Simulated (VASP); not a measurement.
The system is NaH.

```
CELL_PARAMETERS angstrom
2.93239 0.00000 0.00000
0.00000 2.93239 0.00000
0.00000 0.00000 2.93239
ATOMIC_POSITIONS crystal
Na 0.00000 0.00000 0.00000
H 0.50000 0.50000 0.50000
```

Base run:

- Program: VASP 6.6.1
- Functional: HSE06
- Potentials or basis: VASP PAW PBE potentials, release 64 (Na_pv, H)
- Cutoff: 520 eV
- k mesh: 6 × 6 × 6
- Occupations: gaussian, width 0.01 eV
- Spin: no spin polarisation

Its results: band gap on the k mesh 1.88 eV, indirect (least direct gap 5.71 eV); pressure 0.3 GPa.

Q: The run is repeated on the same cell with these changes: functional from HSE06 to PBE. What comes out?

A: Band gap on the k mesh 1.03 eV, indirect (least direct gap 4.50 eV); pressure 0.8 GPa.

HSE06 gives the wider gap, since exact exchange removes part of the self-interaction.

Caveats: the PAW data sets were made with another functional, which shifts forces and pressure a little (some runs).

A k mesh can miss the band edges.
